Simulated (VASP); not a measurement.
# KF (P6_3/mmc) in VASP: notebook

The runs below take KF through single point, with PBE.

Everything below comes from runs of VASP 6.6.1. Logs are shortened: lines on timing, memory, paths and dates and some standing lists are left out, and cuts for length are marked.

**1. The cell of the first run**

The structure is hexagonal, space group P6_3/mmc (No. 194). The conventional cell has a = 4.453 Å, b = 4.453 Å, c = 5.266 Å, α = 90.00°, β = 90.00°, γ = 120.00°. K (site symmetry -6m2) has 5 F at 2.57 to 2.63 Å within 3.4 Å. F (site symmetry -6m2) has 5 K at 2.57 to 2.63 Å within 3.4 Å.

**2. Single point, PBE (22.61 Å³/atom)**

File INCAR:

```
SYSTEM = KF
PREC = Accurate ; ENCUT = 520
EDIFF = 1E-6 ; ISMEAR = 0
SIGMA = 0.01 ; LREAL = .False.
LASPH = .True. ; NELM = 100
ALGO = Normal ; ISIF = 2
LWAVE = .False. ; LCHARG = .True.
GGA = PE ; LELF = .True.
LVHAR = .True. ; NBANDS = 24
```

File KPOINTS:

```
regular mesh
0
Gamma
  6 6 4
  0 0 0
```

File POSCAR:

```
KF
1.0
    4.4533864660      0.0000000000      0.0000000000
   -2.2266932330      3.8567458125      0.0000000000
    0.0000000000      0.0000000000      5.2662447330
K F
2 2
Direct
    0.3333333333      0.6666666667      0.2500000000
    0.6666666667      0.3333333333      0.7500000000
    0.6666666667      0.3333333333      0.2500000000
    0.3333333333      0.6666666667      0.7500000000
```

Potentials or basis: VASP PAW PBE potentials, release 64 (K_sv, F).

On the command line:

```sh
$ cat potpaw_PBE.64/K_sv/POTCAR potpaw_PBE.64/F/POTCAR > POTCAR
$ mpirun -np 1 vasp_std > vasp.out
```

OUTCAR:

```text
SYSTEM = KF
   PREC = Accurate
   ENCUT = 520
   EDIFF = 1E-6
   ISMEAR = 0
   LREAL = .False.
   LASPH = .True.
   NELM = 100
   ISIF = 2
   GGA = PE

 ion  position               nearest neighbor table
   1  0.333  0.667  0.250-   3 2.57   3 2.57   3 2.57   4 2.63   4 2.63   2 3.68   2 3.68   2 3.68
                             2 3.68   2 3.68   2 3.68
   2  0.667  0.333  0.750-   4 2.57   4 2.57   4 2.57   3 2.63   3 2.63   1 3.68   1 3.68   1 3.68
                             1 3.68   1 3.68   1 3.68
   3  0.667  0.333  0.250-   1 2.57   1 2.57   1 2.57   2 2.63   2 2.63
   4  0.333  0.667  0.750-   2 2.57   2 2.57   2 2.57   1 2.63   1 2.63

  LATTYP: Found a hexagonal cell.
 ALAT       =     4.4533864660
 C/A-ratio  =     1.1825258763

  Lattice vectors:

 A1 = (   4.4533864660,   0.0000000000,   0.0000000000)
 A2 = (  -2.2266932330,   3.8567458125,   0.0000000000)
 A3 = (   0.0000000000,   0.0000000000,   5.2662447330)

Analysis of symmetry for initial positions (statically):
=====================================================================
 Subroutine PRICEL returns:
 Original cell was already a primitive cell.

 Routine SETGRP: Setting up the symmetry group for a
 hexagonal supercell.

 Subroutine GETGRP returns: Found 24 space group operations
 (whereof 12 operations were pure point group operations)
 out of a pool of 24 trial point group operations.

The static configuration has the point symmetry D_3d.
 The point group associated with its full space group is D_6h.

Analysis of symmetry for dynamics (positions and initial velocities):
=====================================================================
 Subroutine PRICEL returns:
 Original cell was already a primitive cell.

 Routine SETGRP: Setting up the symmetry group for a
 hexagonal supercell.

 Subroutine GETGRP returns: Found 24 space group operations
 (whereof 12 operations were pure point group operations)
 out of a pool of 24 trial point group operations.

The dynamic configuration has the point symmetry D_3d.
 The point group associated with its full space group is D_6h.

 Subroutine INISYM returns: Found 24 space group operations
 (whereof 12 operations are pure point group operations),
 and found     1 'primitive' translations

----------------------------------------------------------------------------------------

                                     Primitive cell

  volume of cell :      90.4508

  direct lattice vectors                    reciprocal lattice vectors
     4.453386466  0.000000000  0.000000000     0.224548219  0.129642975  0.000000000
    -2.226693233  3.856745812  0.000000000     0.000000000  0.259285950  0.000000000
     0.000000000  0.000000000  5.266244733     0.000000000  0.000000000  0.189888630

  length of vectors
     4.453386466  4.453386466  5.266244733     0.259285950  0.259285950  0.189888630

  position of ions in fractional coordinates (direct lattice)
     0.333333333  0.666666667  0.250000000
     0.666666667  0.333333333  0.750000000
     0.666666667  0.333333333  0.250000000
     0.333333333  0.666666667  0.750000000

  ion indices of the primitive-cell ions
   primitive index   ion index
                 1           1
                 2           2
                 3           3
                 4           4

----------------------------------------------------------------------------------------

 KPOINTS: regular mesh

Automatic generation of k-mesh.
 Grid dimensions read from file:
 generate k-points for:    6    6    4

 Generating k-lattice:

  Cartesian coordinates                     Fractional coordinates (reciprocal lattice)
     0.037424703  0.021607162  0.000000000     0.166666667  0.000000000  0.000000000
     0.000000000  0.043214325  0.000000000     0.000000000  0.166666667  0.000000000
     0.000000000  0.000000000  0.047472158     0.000000000  0.000000000  0.250000000

  Length of vectors
     0.043214325  0.043214325  0.047472158

  Shift w.r.t. Gamma in fractional coordinates (k-lattice)
     0.000000000  0.000000000  0.000000000

 Subroutine IBZKPT returns following result:
 ===========================================

 Found     21 irreducible k-points:

 Following reciprocal coordinates:
            Coordinates               Weight
  0.000000  0.000000  0.000000      1.000000
  0.166667 -0.000000  0.000000      6.000000
  0.333333 -0.000000  0.000000      6.000000
  0.500000  0.000000  0.000000      3.000000
  0.166667  0.166667  0.000000      6.000000
  0.333333  0.166667  0.000000     12.000000
[... 13 lines left out ...]
  0.333333  0.166667  0.500000     12.000000
  0.333333  0.333333  0.500000      2.000000
   k-points           NKPTS =     21   k-points in BZ     NKDIM =     21   number of bands    NBANDS=     24
   number of dos      NEDOS =    301   number of ions     NIONS =      4
   total plane-waves  NPLWV =  51840
   dimension x,y,z NGX =    36 NGY =   36 NGZ =   40
   dimension x,y,z NGXF=    72 NGYF=   72 NGZF=   80
   ions per type =               2   2
   NGX,Y,Z   is equivalent  to a cutoff of  13.44, 13.44, 12.63 a.u.
   NGXF,Y,Z  is equivalent  to a cutoff of  26.88, 26.88, 25.25 a.u.
 SYSTEM =  KF
   PREC   = accura    normal or accurate (medium, high low for compatibility)
   ISTART =      0    job   : 0-new  1-cont  2-samecut
   ICHARG =      2    charge: 1-file 2-atom 10-const
   ISPIN  =      1    spin polarized calculation?
   LNONCOLLINEAR =      F non collinear calculations
   LSORBIT =      F    spin-orbit coupling
   LASPH  =      T    aspherical Exc in radial PAW
   ENCUT  =  520.0 eV  38.22 Ry    6.18 a.u.   8.28  8.28  9.79*2*pi/ulx,y,z
   NELM   =    100;   NELMIN=  2; NELMDL= -5     # of ELM steps
   EDIFF  = 0.1E-05   stopping-criterion for ELM
   LREAL  =      F    real-space projection
   EDIFFG = 0.1E-04   stopping-criterion for IOM
   NSW    =      0    number of steps for IOM
   IBRION =     -1    ionic relax: 0-MD 1-quasi-New 2-CG
   NFREE  =      0    steps in history (QN), initial steepest desc. (CG)
   ISIF   =      2    stress and relaxation
   ISYM   =      2    0-nonsym 1-usesym 2-fastsym
   POTIM  = 0.5000    time-step for ionic-motion
   TEBEG  =    0.0;   TEEND  =   0.0 temperature during run
   PSTRESS=    0.0 pullay stress
   NELECT =      32.0000    total number of electrons
   NUPDOWN=      -1.0000    fix difference up-down
   EMIN   =  10.00;   EMAX   =-10.00  energy-range for DOS
   EFERMI =   0.00;   METHOD = LEGACY
   ISMEAR =     0;   SIGMA  =   0.01  broadening in eV -4-tet -1-fermi 0-gaus
   EFERMI_NEDOS =   21; number of points for ismear=-14 and -15
   IALGO  =     38    algorithm
   IMIX   =      4    mixing-type and parameters
     AMIX     =   0.40;   BMIX     =  1.00
     AMIX_MAG =   1.60;   BMIX_MAG =  1.00
  volume/ion in A,a.u.               =      22.61       152.60
  Fermi-wavevector in a.u.,A,eV,Ry     =   1.157855  2.188028 18.240340  1.340627
  Thomas-Fermi vector in A             =   2.294462
   LORBIT       =      0    0 simple, 1 ext, 2 COOP (PROOUT), +10 PAW based schemes
   GGA     = PE    functional components
   LHFCALC =     F    Hartree Fock is set to
   AEXX    =    0.0000 exact exchange contribution
   IVDW    =     0    specifies the selected vdW correction
   LEPSILON=     F    determine dielectric tensor
   LRPA    =     F    only Hartree local field effects (RPA)
 non-spin polarized calculation
 Gauss-broadening in eV      SIGMA  =   0.01
  energy-cutoff  :      520.00
  volume of cell :       90.45
 maximum number of plane-waves:      2456
 NGX is ok and might be reduce to    36
   NGX = 17   NGY = 17   NGZ = 19

 number of electron      32.0000005 magnetization

 Free energy of the ion-electron system (eV)
  ---------------------------------------------------
  ext. energy  EPLUGINS =         0.00000000
  ---------------------------------------------------
  free energy    TOTEN  =       -16.42088646 eV

  energy without entropy =      -16.42088646  energy(sigma->0) =      -16.42088646

 E-fermi :  -3.1660     XC(G=0):  -7.4757

 val. band max:       -3.2993857010   @ k =   0.0000   0.0000   0.0000
 cond. band min:       2.1224096985   @ k =   0.0000   0.0000   0.0000
 fundamental gap:      5.4217953995
 Fermi energy:        -3.1660455423

 k-point     1 :       0.0000    0.0000    0.0000
  band No.  band energies     occupation
      1     -29.4432      2.00000
      2     -29.3227      2.00000
      3     -21.9939      2.00000
      4     -21.9681      2.00000
      5     -13.2307      2.00000
      6     -12.9959      2.00000
[... 16 lines left out ...]
     23       7.9447      0.00000
     24       8.6979      0.00000

 k-point     2 :       0.1667   -0.0000    0.0000
  band No.  band energies     occupation
      1     -29.4320      2.00000
      2     -29.3256      2.00000
      3     -22.0074      2.00000
      4     -21.9841      2.00000
      5     -13.1962      2.00000
      6     -13.0194      2.00000
[... 16 lines left out ...]
     23       7.8926      0.00000
     24       8.9440      0.00000

 k-point     3 :       0.3333   -0.0000    0.0000
  band No.  band energies     occupation
      1     -29.4053      2.00000
      2     -29.3356      2.00000
      3     -22.0334      2.00000
      4     -22.0174      2.00000
      5     -13.1086      2.00000
      6     -13.0622      2.00000
[... 16 lines left out ...]
     23       8.2023      0.00000
     24       8.2624      0.00000

 k-point     4 :       0.5000    0.0000    0.0000
  band No.  band energies     occupation
      1     -29.3863      2.00000
      2     -29.3462      2.00000
      3     -22.0451      2.00000
      4     -22.0355      2.00000
      5     -13.0822      2.00000
      6     -13.0395      2.00000
[... 16 lines left out ...]
     23       8.4745      0.00000
     24       8.5055      0.00000

 k-point     5 :       0.1667    0.1667    0.0000
  band No.  band energies     occupation
      1     -29.4128      2.00000
      2     -29.3323      2.00000
      3     -22.0272      2.00000
      4     -22.0089      2.00000
      5     -13.1341      2.00000
      6     -13.0708      2.00000
[... 16 lines left out ...]
     23       8.2504      0.00000
     24       8.3773      0.00000

 k-point     6 :       0.3333    0.1667    0.0000
  band No.  band energies     occupation
      1     -29.3864      2.00000
      2     -29.3461      2.00000
      3     -22.0449      2.00000
      4     -22.0353      2.00000
      5     -13.1247      2.00000
      6     -13.0400      2.00000
[... 16 lines left out ...]
     23       8.0925      0.00000
     24       8.6939      0.00000
[... 298 lines left out ...]
 k-point    18 :       0.5000    0.0000    0.5000
  band No.  band energies     occupation
      1     -29.3626      2.00000
      2     -29.3626      2.00000
      3     -22.0711      2.00000
      4     -22.0711      2.00000
      5     -12.9448      2.00000
      6     -12.9448      2.00000
[... 16 lines left out ...]
     23       8.2707      0.00000
     24       8.2707      0.00000

 k-point    19 :       0.1667    0.1667    0.5000
  band No.  band energies     occupation
      1     -29.3692      2.00000
      2     -29.3692      2.00000
      3     -22.0486      2.00000
      4     -22.0486      2.00000
      5     -12.9427      2.00000
      6     -12.9427      2.00000
[... 16 lines left out ...]
     23       8.5959      0.00000
     24       8.5959      0.00000

 k-point    20 :       0.3333    0.1667    0.5000
  band No.  band energies     occupation
      1     -29.3626      2.00000
      2     -29.3626      2.00000
      3     -22.0711      2.00000
      4     -22.0711      2.00000
      5     -12.9759      2.00000
      6     -12.9759      2.00000
[... 16 lines left out ...]
     23       8.3389      0.00000
     24       8.3389      0.00000

 k-point    21 :       0.3333    0.3333    0.5000
  band No.  band energies     occupation
      1     -29.3605      2.00000
      2     -29.3605      2.00000
      3     -22.0785      2.00000
      4     -22.0785      2.00000
      5     -13.0022      2.00000
      6     -13.0022      2.00000
[... 16 lines left out ...]
     23       8.3551      0.00000
     24       8.3551      0.00000

------------------------ aborting loop because EDIFF is reached ----------------------------------------

  FORCE on cell =-STRESS in cart. coord.  units (eV):
  Direction    XX          YY          ZZ          XY          YZ          ZX
  --------------------------------------------------------------------------------------
  -------------------------------------------------------------------------------------
  Total        0.9239634      0.9239634      1.0460985      0.0000000     -0.0000000      0.0000000
  in kB       16.3663900     16.3663900     18.5297995      0.0000000     -0.0000000      0.0000000
  external PRESSURE =      17.0875265 kB  Pullay stress =       0.0000000 kB

 VOLUME and BASIS-vectors are now :
 -----------------------------------------------------------------------------
  energy-cutoff  :      520.00
  volume of cell :       90.45
      direct lattice vectors                 reciprocal lattice vectors
     4.453386466  0.000000000  0.000000000     0.224548219  0.129642975  0.000000000
    -2.226693233  3.856745812  0.000000000     0.000000000  0.259285950  0.000000000
     0.000000000  0.000000000  5.266244733     0.000000000  0.000000000  0.189888630

 POSITION                                       TOTAL-FORCE (eV/Angst)
 -----------------------------------------------------------------------------------
     -0.00000      2.57116      1.31656        -0.000000      0.000000      0.000000
      2.22669      1.28558      3.94968        -0.000000      0.000000     -0.000000
      2.22669      1.28558      1.31656         0.000000      0.000000     -0.000000
     -0.00000      2.57116      3.94968         0.000000     -0.000000     -0.000000
 -----------------------------------------------------------------------------------
    total drift:                               -0.000000      0.000000     -0.000000

  FREE ENERGIE OF THE ION-ELECTRON SYSTEM (eV)
  ---------------------------------------------------
  free  energy   TOTEN  =       -16.4208864570 eV

  energy  without entropy=      -16.4208864570  energy(sigma->0) =      -16.42088646
```

It took 73 s on 1 thread of Intel Xeon 8259CL, shared host; peak memory 0.23 GiB.

What came out:

| Item | Value |
| --- | --- |
| Free energy | -16.4209 eV |
| Pressure | 1.7 GPa |
| Band gap on the k mesh | 5.42 eV |

Levels at points of the mesh, in eV from the valence-band top:
```csv
k point,band 14,band 15,band 16,band 17,band 18,band 19
"(0.00, 0.00, 0.00)",-0.31,-0.16,0.00,5.42,9.94,10.55
"(0.50, 0.00, 0.00)",-0.13,-0.11,-0.09,7.38,8.90,9.22
"(0.00, 0.00, 0.50)",-0.34,-0.34,-0.34,7.05,7.05,11.01
"(0.50, 0.00, 0.50)",-0.31,-0.17,-0.17,8.07,8.07,10.82
```

A k mesh can miss the band edges.

(Part 1 of 2 ends here.)
